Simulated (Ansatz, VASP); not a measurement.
**SiGe in VASP and in Ansatz**

INCAR

```
PREC = Accurate ; ENCUT = 520
EDIFF = 1E-7 ; ISMEAR = 0
SIGMA = 0.03 ; LREAL = False
LASPH = True ; NELM = 60
ALGO = Normal ; ISIF = 2
LWAVE = False ; LCHARG = False
NBANDS = 26
```

The input KPOINTS:

```
regular mesh
0
Gamma
  12 12 6
```

The input POSCAR:

```
SiGe
1.0
    3.9700706750      0.0000000000      0.0000000000
   -1.9850353375      3.4381820594      0.0000000000
    0.0000000000      0.0000000000      6.5609628661
Si Ge
2 2
Direct
    0.6666666667      0.3333333333      0.8745031008
    0.3333333333      0.6666666667      0.3745031008
    0.6666666667      0.3333333333      0.5083148150
    0.3333333333      0.6666666667      0.0083148150
```

Input for Ansatz:

```yaml
crystal:
  lattice:
    - [3.970070675, 0.0, 0.0]
    - [-1.9850353375, 3.4381820594, 0.0]
    - [0.0, 0.0, 6.5609628661]
  atoms:
    - { symbol: Si, position: [0.6666666667, 0.3333333333, 0.8745031008] }
    - { symbol: Si, position: [0.3333333333, 0.6666666667, 0.3745031008] }
    - { symbol: Ge, position: [0.6666666667, 0.3333333333, 0.508314815] }
    - { symbol: Ge, position: [0.3333333333, 0.6666666667, 0.008314815] }
basis:
  ecutwfc: 420
kpoints:
  mp_grid: { grid: [12, 12, 6] }
hamiltonian:
  xc: lda
  pseudopotentials: { kind: paw, azcp: { folder: soft_1 } }
scf:
  occupations: { method: gaussian, width: 0.03 }
output:
  forces: true
  stress: true
  eigenvalues: true
```

Alike in both runs: task single point; functional LDA; k mesh 12 × 12 × 6; occupations gaussian, width 0.03 eV; no spin polarisation.

|  | VASP | Ansatz |
| --- | --- | --- |
| version | VASP 6.6.1 | Ansatz 0.2.0 |
| potentials or method | VASP PAW LDA potentials, release 64 (Si, Ge_d), cutoff 520 eV | scalar-relativistic, plane waves, PAW |
| valence electrons in the cell | 36 | 36 |

|  | VASP | Ansatz | Ansatz less VASP |
| --- | --- | --- | --- |
| gap on the k mesh at the Fermi level (eV) | 0.17 | 0.16 | -0.005 |
| least direct gap on the mesh (eV) | 0.21 | 0.20 | -0.012 |
| pressure (GPa) | -5.4 | -5.5 | -0.07 |
| traceless stress, the component that is largest in VASP (GPa) | 1.37 | 1.37 | -0.004 |
| rms of the force components (eV/Å) | 0.356 | 0.355 | -0.0005 |

Ansatz warns that its potentials were made for another functional, while VASP's fit it. LDA's correlation is that of Perdew and Zunger in VASP and of Perdew and Wang (1992) in Ansatz. Atom by atom the forces differ by 0.000 eV/Å (rms over components).
